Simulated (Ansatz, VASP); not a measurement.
**Two plane-wave programs on Cu2O**

```
CELL_PARAMETERS angstrom
4.15914 0.00000 0.00000
0.00000 4.15914 0.00000
0.00000 0.00000 4.15914
ATOMIC_POSITIONS crystal
Cu 0.25000 0.25000 0.25000
Cu 0.25000 0.75000 0.75000
Cu 0.75000 0.75000 0.25000
Cu 0.75000 0.25000 0.75000
O 0.00000 0.00000 0.00000
O 0.50000 0.50000 0.50000
```

Alike in both runs: task single point; functional r2SCAN; k mesh 6 × 6 × 6; occupations gaussian, width 0.02 eV; no spin polarisation.

|  | VASP | Ansatz |
| --- | --- | --- |
| version | VASP 6.6.1 | Ansatz 0.2.0 |
| potentials or method | VASP PAW PBE potentials, release 64 (Cu, O), cutoff 660 eV | scalar-relativistic, plane waves, PAW |
| valence electrons in the cell | 56 | 88 |

VASP gave:

```
gap on the k mesh at the Fermi level (eV) : 0.94
least direct gap on the mesh (eV)         : 0.94
pressure (GPa)                            : 10.3
```

Q: Which values does Ansatz return?

A: gap on the k mesh at the Fermi level (eV): 0.95; least direct gap on the mesh (eV): 0.95; pressure (GPa): 9.1.

VASP's potentials were made for PBE, not for r2SCAN. VASP's potentials hold 56 valence electrons a cell and Ansatz's 88, so a difference there can come from the potentials and not from the codes.
